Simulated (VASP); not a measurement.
Runs of VASP 6.6.1 on Pt. The structure is that of space group P6_3/mmc (No. 194), or close to it. The cells are those of the table. 

```tsv
cell	gap on the mesh (eV)	pressure (GPa)
a = 2.733, b = 2.733, c = 4.744 Å, angles 90.0, 90.0, 120.0°, 2 atoms	none	-3.9
a = 2.704, b = 2.704, c = 4.694 Å, angles 90.0, 90.0, 120.0°, 2 atoms	none	5.1
a = 2.788, b = 2.788, c = 4.840 Å, angles 90.0, 90.0, 120.0°, 2 atoms	none	(b)
a = 2.761, b = 2.761, c = 4.792 Å, angles 90.0, 90.0, 120.0°, 2 atoms	none	-11.3
a = 2.815, b = 2.815, c = 4.886 Å, angles 90.0, 90.0, 120.0°, 2 atoms	none	(a)
```

Alike in all rows: task single point; level PBEsol; potentials or basis VASP PAW PBE potentials, release 64 (Pt); no spin polarisation; k mesh 12 × 12 × 6; cutoff (eV) 520; smearing methfessel-paxton 0.15 eV.

Problem. Estimate the missing entries.

Solution. (a) -22.1; (b) -17.3.

Caveats: the PAW data sets were made with another functional, which shifts forces and pressure a little; spin-orbit coupling is left out, which moves the levels of the heavy elements.

A k mesh can miss the band edges, and the runs leave out spin-orbit coupling on Pt.

A gap of «none» marks levels without a gap at the run's occupations.
